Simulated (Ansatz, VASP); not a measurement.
**Cd4Se3 in VASP and in Ansatz**

```
CELL_PARAMETERS angstrom
4.06865 2.34904 3.64065
-4.06865 2.34904 3.64065
0.00000 -4.69808 3.64065
ATOMIC_POSITIONS crystal
Cd 0.72251 0.72251 0.34807
Cd 0.17304 0.17304 0.17304
Cd 0.72251 0.34807 0.72251
Cd 0.34807 0.72251 0.72251
Se 0.99732 0.99732 0.54275
Se 0.99732 0.54275 0.99732
Se 0.54275 0.99732 0.99732
```

Change from the starting cell: the structure that the rattled cell fell into.

Alike in both runs: task relaxation of cell and atoms; functional PBE; k mesh 6 × 6 × 6; occupations gaussian, width 0.02 eV; no spin polarisation.

```csv
,VASP,Ansatz
version,VASP 6.6.1,Ansatz 0.2.0
potentials or method,"VASP PAW PBE potentials, release 64 (Cd, Se), cutoff 600 eV","scalar-relativistic, plane waves, PAW"
valence electrons in the cell,66,128
```

|  | VASP | Ansatz | Ansatz less VASP |
| --- | --- | --- | --- |
| gap on the k mesh at the Fermi level, each at its own relaxed structure (eV) | 1.05 | 1.05 | +0.005 |
| relaxed volume (Å³/atom) | 29.65 | 29.53 | -0.118 |
| relaxed length of the cell vector where the two differ most in proportion (Å) | 5.930 | 5.923 | -0.0075 |

VASP's potentials hold 66 valence electrons a cell and Ansatz's 128, so a difference there can come from the potentials and not from the codes.
